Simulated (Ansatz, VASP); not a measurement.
## Two plane-wave programs on BaTe

File INCAR:

```
  PREC = Accurate
  ENCUT = 520
  EDIFF = 1E-6
  ISMEAR = 0
  SIGMA = 0.02
  LREAL = F
  LASPH = T
  NELM = 80
  ALGO = Normal
  ISIF = 2
  LWAVE = F
  LCHARG = F
  GGA = PS
  NBANDS = 15
```

Contents of KPOINTS:

```
regular mesh
0
Gamma
  6 6 6
```

Contents of POSCAR:

```
BaTe
1.0
    4.4714120833     -0.0213123300     -0.0098036718
   -0.0213123300      4.4564934523     -0.0090364279
   -0.0098036718     -0.0090364279      4.4625461540
Ba Te
1 1
Direct
   -0.0007953143      0.0195379858     -0.0292577114
    0.5007953143      0.4804620142      0.5292577114
```

Input for Ansatz:

```yaml
crystal:
  lattice:
    - [4.4714120833, -0.02131233, -0.0098036718]
    - [-0.02131233, 4.4564934523, -0.0090364279]
    - [-0.0098036718, -0.0090364279, 4.462546154]
  atoms:
    - { symbol: Ba, position: [-0.0007953143, 0.0195379858, -0.0292577114] }
    - { symbol: Te, position: [0.5007953143, 0.4804620142, 0.5292577114] }
basis:
  ecutwfc: 420
kpoints:
  mp_grid: { grid: [6, 6, 6] }
hamiltonian:
  xc: pbesol
scf:
  occupations: { method: gaussian, width: 0.02 }
output:
  forces: true
  stress: true
  eigenvalues: true
  populations: true
```

Change from the starting cell: all atoms moved at random, cell strained at random.

Alike in both runs: task single point; functional PBEsol; k mesh 6 × 6 × 6; occupations gaussian, width 0.02 eV; no spin polarisation.

|  | VASP | Ansatz |
| --- | --- | --- |
| version | VASP 6.6.1 | Ansatz 0.2.0 |
| potentials or method | VASP PAW PBE potentials, release 64 (Ba_sv, Te), cutoff 520 eV | scalar-relativistic, plane waves, PAW |
| valence electrons in the cell | 16 | 26 |

VASP gave:

```
gap on the k mesh at the Fermi level (eV)                     : 1.12
least direct gap on the mesh (eV)                             : 1.12
pressure (GPa)                                                : -4.1
traceless stress, the component that is largest in VASP (GPa) : -0.34
rms of the force components (eV/Å)                            : 0.022
```

What did Ansatz give for the same quantities?

gap on the k mesh at the Fermi level (eV): 1.18; least direct gap on the mesh (eV): 1.18; pressure (GPa): -4.4; traceless stress, the component that is largest in VASP (GPa): -0.32; rms of the force components (eV/Å): 0.012.

VASP's potentials were made for PBE, not for PBEsol. Atom by atom the forces differ by 0.010 eV/Å (rms over components). VASP's potentials hold 16 valence electrons a cell and Ansatz's 26, so a difference there can come from the potentials and not from the codes.

Spin-orbit coupling is off throughout.
